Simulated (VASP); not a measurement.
# Na4TmSb (P6/mmm) in VASP: further runs, part 2 of 2

VASP 6.6.1. The steps go on from the part before.

**4. Single point, PBE**

This run uses another cell than the first one, of 28.30 Å³/atom.

Contents of INCAR:

```
ALGO = Normal
EDIFF = 1E-6
ENCUT = 500
GGA = PE
GGA_COMPAT = False
ISIF = 2
ISMEAR = 0
LASPH = True
LCHARG = False
LMAXMIX = 6
LREAL = False
LWAVE = False
NBANDS = 30
NELM = 200
PREC = Accurate
SIGMA = 0.1
```

Contents of KPOINTS:

```
k-points
0
Gamma
  6 6 4
```

Contents of POSCAR:

```
Na4TmSb
1.0
    5.5701069267      0.0000000000      0.0000000000
   -2.7850534633      4.8238541003      0.0000000000
    0.0000000000      0.0000000000      6.3188244331
Na Tm Sb
4 1 1
Direct
    0.3333333333      0.6666666667      0.7550637031
    0.3333333333      0.6666666667      0.2449362969
    0.6666666667      0.3333333333      0.7550637031
    0.6666666667      0.3333333333      0.2449362969
    0.0000000000      0.0000000000      0.5000000000
    0.0000000000      0.0000000000      0.0000000000
```

Potentials or basis: VASP PAW PBE potentials, release 64 (Na_pv, Tm_3, Sb), 4f in core.

Command:

```console
$ cat potpaw_PBE.64/Na_pv/POTCAR potpaw_PBE.64/Tm_3/POTCAR potpaw_PBE.64/Sb/POTCAR > POTCAR
$ mpirun -np 1 vasp_std > vasp.out
```

OUTCAR:

```text
EDIFF = 1E-6
   ENCUT = 500
   GGA = PE
   ISIF = 2
   ISMEAR = 0
   LASPH = True
   LREAL = False
   NELM = 200
   PREC = Accurate

 ion  position               nearest neighbor table
   1  0.333  0.667  0.755-
   2  0.333  0.667  0.245-
   3  0.667  0.333  0.755-
   4  0.667  0.333  0.245-
   5  0.000  0.000  0.500-   6 3.16   6 3.16
   6  0.000  0.000  0.000-   5 3.16   5 3.16

  LATTYP: Found a hexagonal cell.
 ALAT       =     5.5701069267
 C/A-ratio  =     1.1344170796

  Lattice vectors:

 A1 = (   5.5701069267,   0.0000000000,   0.0000000000)
 A2 = (  -2.7850534633,   4.8238541003,   0.0000000000)
 A3 = (   0.0000000000,   0.0000000000,   6.3188244331)

Analysis of symmetry for initial positions (statically):
=====================================================================
 Subroutine PRICEL returns:
 Original cell was already a primitive cell.

 Routine SETGRP: Setting up the symmetry group for a
 hexagonal supercell.

 Subroutine GETGRP returns: Found 24 space group operations
 (whereof 24 operations were pure point group operations)
 out of a pool of 24 trial point group operations.

The static configuration has the point symmetry D_6h.

Analysis of symmetry for dynamics (positions and initial velocities):
=====================================================================
 Subroutine PRICEL returns:
 Original cell was already a primitive cell.

 Routine SETGRP: Setting up the symmetry group for a
 hexagonal supercell.

 Subroutine GETGRP returns: Found 24 space group operations
 (whereof 24 operations were pure point group operations)
[... 121 lines left out ...]
   ISMEAR =     0;   SIGMA  =   0.10  broadening in eV -4-tet -1-fermi 0-gaus
   EFERMI_NEDOS =   21; number of points for ismear=-14 and -15
   IALGO  =     38    algorithm
   IMIX   =      4    mixing-type and parameters
     AMIX     =   0.40;   BMIX     =  1.00
     AMIX_MAG =   1.60;   BMIX_MAG =  1.00
  volume/ion in A,a.u.               =      28.30       190.96
  Fermi-wavevector in a.u.,A,eV,Ry     =   1.027685  1.942043 14.369603  1.056136
  Thomas-Fermi vector in A             =   2.161642
   LORBIT       =      0    0 simple, 1 ext, 2 COOP (PROOUT), +10 PAW based schemes
   GGA     = PE    functional components
   LHFCALC =     F    Hartree Fock is set to
   AEXX    =    0.0000 exact exchange contribution
   IVDW    =     0    specifies the selected vdW correction
   LEPSILON=     F    determine dielectric tensor
   LRPA    =     F    only Hartree local field effects (RPA)
 non-spin polarized calculation
 Gauss-broadening in eV      SIGMA  =   0.10
  energy-cutoff  :      500.00
  volume of cell :      169.78
 maximum number of plane-waves:      4338
 NGX is ok and might be reduce to    42
   NGX = 21   NGY = 21   NGZ = 23

 number of electron      41.9999999 magnetization

 Free energy of the ion-electron system (eV)
  ---------------------------------------------------
  ext. energy  EPLUGINS =         0.00000000
  ---------------------------------------------------
  free energy    TOTEN  =       -14.56191901 eV

  energy without entropy =      -14.54456080  energy(sigma->0) =      -14.55323991

 E-fermi :   2.7933     XC(G=0):  -8.2078

 val. band max:        2.7872515311   @ k =   0.3333   0.3333   0.5000
 cond. band min:       2.7955207265   @ k =   0.1667   0.0000   0.2500
 fundamental gap:      0.0082691955
 Fermi energy:         2.7933239956

 k-point     1 :       0.0000    0.0000    0.0000
  band No.  band energies     occupation
      1     -23.8643      2.00000
      2     -23.8643      2.00000
      3     -23.8136      2.00000
      4     -22.0782      2.00000
      5     -22.0602      2.00000
      6     -22.0461      2.00000
[... 682 lines left out ...]
     29       5.9407      0.00000
     30       7.8783      0.00000

------------------------ aborting loop because EDIFF is reached ----------------------------------------

  FORCE on cell =-STRESS in cart. coord.  units (eV):
  Direction    XX          YY          ZZ          XY          YZ          ZX
  --------------------------------------------------------------------------------------
  -------------------------------------------------------------------------------------
  Total        0.3209253      0.3209253     -0.2144711      0.0000000      0.0000000     -0.0000000
  in kB        3.0284512      3.0284512     -2.0238832      0.0000000      0.0000000     -0.0000000
  external PRESSURE =       1.3443397 kB  Pullay stress =       0.0000000 kB

 VOLUME and BASIS-vectors are now :
 -----------------------------------------------------------------------------
  energy-cutoff  :      500.00
  volume of cell :      169.78
      direct lattice vectors                 reciprocal lattice vectors
     5.570106927  0.000000000  0.000000000     0.179529767  0.103651559  0.000000000
    -2.785053463  4.823854100  0.000000000     0.000000000  0.207303119  0.000000000
     0.000000000  0.000000000  6.318824433     0.000000000  0.000000000  0.158257285

 POSITION                                       TOTAL-FORCE (eV/Angst)
 -----------------------------------------------------------------------------------
     -0.00000      3.21590      4.77111         0.000000     -0.000000     -0.013338
     -0.00000      3.21590      1.54771        -0.000000      0.000000      0.013338
      2.78505      1.60795      4.77111         0.000000      0.000000     -0.013338
      2.78505      1.60795      1.54771         0.000000      0.000000      0.013338
      0.00000      0.00000      3.15941        -0.000000      0.000000      0.000000
      0.00000      0.00000      0.00000        -0.000000      0.000000      0.000000
 -----------------------------------------------------------------------------------
    total drift:                               -0.000000      0.000000      0.000000

  FREE ENERGIE OF THE ION-ELECTRON SYSTEM (eV)
  ---------------------------------------------------
  free  energy   TOTEN  =       -14.5619190071 eV

  energy  without entropy=      -14.5445608045  energy(sigma->0) =      -14.55323991
```

stdout:

```text
POSCAR found type information on POSCAR NaTmSb
 POSCAR found :  3 types and       6 ions
 scaLAPACK will be used
 LDA part: xc-table for (Slater+PW92), standard interpolation
 POSCAR, INCAR and KPOINTS ok, starting setup
 FFT: planning ... GRIDC
 FFT: planning ... GRID_SOFT
 FFT: planning ... GRID
 WAVECAR not read
 entering main loop
```

Run time: 55 s. Hardware: 1 thread of Intel Xeon 6975P-C (Granite Rapids), shared host; peak memory 0.32 GiB.

Results:

| Quantity | Value |
| --- | --- |
| Free energy | -14.5619 eV |
| Pressure | 0.1 GPa |
| Largest force | 0.013 eV/Å |
| Band gap on the k mesh | zero (bands 21 and 22 overlap by 0.56 eV) |

Forces on the atoms (eV/Å):
```
Na   0.000  0.000 -0.013
Na   0.000  0.000  0.013
Na   0.000  0.000 -0.013
Na   0.000  0.000  0.013
Tm   0.000  0.000  0.000
Sb   0.000  0.000  0.000
```

Stress tensor (GPa, compression positive):
```
 0.30  0.00  0.00
 0.00  0.30  0.00
 0.00  0.00 -0.20
```

Levels at points of the mesh, in eV from the Fermi level:
| k point | band 17 | band 18 | band 19 | band 20 | band 21 | band 22 | band 23 | band 24 | band 25 | band 26 |
| --- | --- | --- | --- | --- | --- | --- | --- | --- | --- | --- |
| (0.00, 0.00, 0.00) | -3.12 | -2.50 | -1.55 | -1.55 | 0.22 | 0.22 | 0.44 | 0.89 | 0.89 | 2.45 |
| (0.50, 0.00, 0.00) | -3.52 | -2.07 | -1.98 | -1.75 | -0.16 | -0.03 | 0.26 | 0.69 | 1.54 | 1.76 |
| (0.00, 0.00, 0.50) | -4.48 | -1.82 | -1.82 | -1.55 | -0.28 | 0.39 | 0.39 | 2.41 | 2.41 | 2.46 |
| (0.50, 0.00, 0.50) | -3.77 | -3.38 | -2.16 | -1.45 | -0.90 | 0.66 | 0.90 | 1.22 | 1.58 | 1.83 |

Caveat: spin-orbit coupling is left out, which moves the levels of the heavy elements; the 4f electrons are frozen in the core, so they carry no moment and show no levels. Spin polarisation is off, so any magnetic state and its effect on volume and gap are missing.

**5. Relaxation of cell and atoms, PBE**

Contents of INCAR:

```
SYSTEM = Na4TmSb
  PREC = Accurate
  ENCUT = 500
  EDIFF = 1E-7
  ISMEAR = 0
  SIGMA = 0.1
  LREAL = .FALSE.
  LASPH = .TRUE.
  NELM = 200
  ALGO = Normal
  ISIF = 3
  LWAVE = .FALSE.
  LCHARG = .FALSE.
  GGA = PE
  IBRION = 2
  NSW = 90
  EDIFFG = -0.04
  GGA_COMPAT = .FALSE.
  NELMIN = 4
  LMAXMIX = 6
```

Contents of KPOINTS:

```
regular mesh
0
G
  6 6 2
  0 0 0
```

Contents of POSCAR:

```
Na4TmSb
1.0
    4.0338485000      0.0000000000      0.0000000000
   -2.0169242500      3.4934152800      0.0000000000
    0.0000000000      0.0000000000      8.2000639700
Na Tm Sb
4 1 1
Direct
    0.3333333300      0.6666666700      0.7595900300
    0.3333333300      0.6666666700      0.2404099700
    0.6666666700      0.3333333300      0.7595900300
    0.6666666700      0.3333333300      0.2404099700
    0.0000000000      0.0000000000      0.5000000000
    0.0000000000      0.0000000000      0.0000000000
```

Command:

```console
$ cat potpaw_PBE.64/Na_pv/POTCAR potpaw_PBE.64/Tm_3/POTCAR potpaw_PBE.64/Sb/POTCAR > POTCAR
$ mpirun -np 1 vasp_std > vasp.out
```

Wall time 5.6 min (1 thread of Intel Xeon 6975P-C (Granite Rapids), shared host); peak memory 0.24 GiB.

The run converged. Its results:

* Free energy: -14.3503 eV
* Relaxed volume: 28.41 Å³/atom
* Relaxed cell: a = 5.527 Å, b = 5.527 Å, c = 6.443 Å, α = 90.00°, β = 90.00°, γ = 120.00°
* Space group after relaxing (to 0.1 Å): P6/mmm (No. 191)
* Energy gained by relaxing: 895.0 meV/atom
* Ionic steps: 19
* Pressure after relaxing: -0.1 GPa
* Largest force after relaxing: 0.014 eV/Å
* Band gap on the k mesh: zero (bands 21 and 22 overlap by 0.38 eV)

Forces on the atoms (eV/Å):
```
Na   0.000  0.000 -0.014
Na   0.000  0.000  0.014
Na   0.000  0.000 -0.014
Na   0.000  0.000  0.014
Tm   0.000  0.000  0.000
Sb   0.000  0.000  0.000
```

Stress tensor (GPa, compression positive):
```
-0.13  0.00  0.00
 0.00 -0.13  0.00
 0.00  0.00 -0.01
```

The path:
| step | energy change (eV) | largest force (eV/Å) | pressure (GPa) | volume (Å³) |
| --- | --- | --- | --- | --- |
| 1 | 0.0000 | 0.8857 | 20.47 | 115.55 |
| 2 | -3.0011 | 0.6120 | 2.31 | 161.68 |
| 3 | -3.1811 | 0.5495 | 0.34 | 175.35 |
| 4 | -3.1290 | 0.4402 | -1.93 | 204.92 |
| 5 | -3.2163 | 0.4967 | -0.85 | 187.63 |
| 6 | -3.2173 | 0.5031 | -0.72 | 185.96 |
| 7 | -3.5289 | 0.4752 | -0.81 | 185.11 |
| 8 | -4.6553 | 0.1077 | -1.23 | 180.00 |
| 9 | -3.5709 | 1.7999 | 5.48 | 157.09 |
| 10 | -5.0296 | 0.0870 | -1.09 | 176.14 |
| 11 | -5.1589 | 0.5857 | -0.10 | 169.38 |
| 12 | -5.1857 | 0.3712 | -0.63 | 172.22 |
| 13 | -5.1892 | 0.4078 | -0.55 | 171.74 |
| 14 | -5.2629 | 0.3906 | 0.38 | 165.84 |
| 15 | -5.2704 | 0.3732 | 0.96 | 162.88 |
| 16 | -5.3260 | 0.2371 | 0.71 | 164.72 |
| 17 | -5.3636 | 0.0094 | 0.35 | 168.24 |
| 18 | -5.3638 | 0.0059 | 0.38 | 168.02 |
| 19 | -5.3698 | 0.0143 | -0.09 | 170.45 |

Final structure:
```
CELL_PARAMETERS angstrom
5.52702 0.00000 0.00000
-2.76351 4.78654 0.00000
0.00000 0.00000 6.44288
ATOMIC_POSITIONS crystal
Na 0.33333 0.66667 0.75750
Na 0.33333 0.66667 0.24250
Na 0.66667 0.33333 0.75750
Na 0.66667 0.33333 0.24250
Tm 0.00000 0.00000 0.50000
Sb 0.00000 0.00000 0.00000
```

Levels at points of the mesh, in eV from the Fermi level:
| k point | band 19 | band 20 | band 21 | band 22 | band 23 | band 24 |
| --- | --- | --- | --- | --- | --- | --- |
| (0.00, 0.00, 0.00) | -1.42 | -1.42 | 0.29 | 0.29 | 0.51 | 0.91 |
| (0.50, 0.00, 0.00) | -1.86 | -1.72 | -0.18 | -0.04 | 0.31 | 0.71 |
| (0.00, 0.00, 0.50) | -1.68 | -1.47 | -0.17 | 0.44 | 0.44 | 2.30 |
| (0.50, 0.00, 0.50) | -2.03 | -1.40 | -0.84 | 0.76 | 0.96 | 1.32 |

Caveat: the k points lie up to 0.49 Å⁻¹ apart in the final cell; the volume moved by over 15 % at a fixed basis, so the end points are rough; spin-orbit coupling is left out, which moves the levels of the heavy elements; the 4f electrons are frozen in the core, so they carry no moment and show no levels. Spin polarisation is off, so any magnetic state and its effect on volume and gap are missing.

**6. The runs side by side**

```csv
task,cell,k mesh,gap on the mesh (eV),pressure (GPa),largest force (eV/Å)
single point,"a = 4.034, b = 4.034, c = 8.200 Å, angles 90.0, 90.0, 120.0°, 6 atoms, atomic positions A",6 × 6 × 2,none,20.5,0.89
single point,"a = 5.552, b = 5.552, c = 6.421 Å, angles 90.0, 90.0, 120.0°, 6 atoms, atomic positions B",6 × 6 × 2,none,0.1,-
single point,"a = 5.570, b = 5.570, c = 6.319 Å, angles 90.0, 90.0, 120.0°, 6 atoms, atomic positions C",6 × 6 × 4,none,0.1,0.01
relaxation of cell and atoms,"relaxed from a = 4.034, b = 4.034, c = 8.200 Å, angles 90.0, 90.0, 120.0°, 6 atoms, atomic positions A",6 × 6 × 2,none,-0.1,0.01
```

Alike in all rows: level PBE; potentials or basis VASP PAW PBE potentials, release 64 (Na_pv, Tm_3, Sb), 4f in core; no spin polarisation; cutoff (eV) 500; smearing gaussian 0.1 eV.

Caveats: some runs use coarse meshes; spin-orbit coupling is left out, which moves the levels of the heavy elements; the 4f electrons are frozen in the core, so they carry no moment and show no levels; the volume moved by over 15 % at a fixed basis, so the end points are rough (at least some runs).

Absolute energies hang on the potentials; compare differences alone.

The gap in the log of VASP goes by the Fermi energy; the results here count the filled bands.